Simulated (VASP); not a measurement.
Wanted: the native input for a VASP 6.6.1 run.

```
Task                   : single point
Functional             : PBE
Potentials or basis    : VASP PAW PBE potentials, release 64 (Ga_d, P)
Cutoff                 : 500 eV
k mesh                 : 8 × 8 × 8
Occupations            : fermi-dirac, width 0.02 eV
Spin                   : no spin polarisation
Dipole correction      : no
Further INCAR settings : ALGO = Normal; EDIFF = 1e-06; NBANDS = 16
```

The structure of GaP lies in POSCAR:

```
GaP
1.0
    0.0000000000      2.7253992887      2.7253992887
    2.6981452958      0.0000000000      2.7253992887
    2.6981452958      2.7253992887      0.0000000000
Ga P
1 1
Direct
    0.0000000000      0.0000000000      0.0000000000
    0.2500000000      0.2500000000      0.2500000000
```

This cell differs from its parent crystal: uniaxial x strain -1.0%.

One way to write it, as run:

INCAR

```
PREC = Accurate ; ENCUT = 500
EDIFF = 1E-6 ; ISMEAR = -1
SIGMA = 0.02 ; LREAL = F
LASPH = T ; NELM = 120
ALGO = Normal ; ISIF = 2
LWAVE = F ; LCHARG = T
GGA = PE ; LELF = T
LVHAR = T ; NBANDS = 16
GGA_COMPAT = F
```

KPOINTS

```
regular mesh
0
Gamma
  8 8 8
```

Potentials or basis: VASP PAW PBE potentials, release 64 (Ga_d, P).

The run is started by

```bash
$ cat potpaw_PBE.64/Ga_d/POTCAR potpaw_PBE.64/P/POTCAR > POTCAR
$ mpirun -np 1 vasp_std > vasp.out
```

It gave:

```json
{
  "Pressure": "3.3 GPa",
  "Band gap on the k mesh": "1.53 eV, indirect (least direct gap 1.87 eV)"
}
```

Caveat: the cell differs from its parent crystal (uniaxial x strain -1.0%).

Wall time 13 s on 1 thread of Intel(R) Xeon(R) 6975P-C (Granite Rapids) (shared host), peak memory 0.17 GiB.
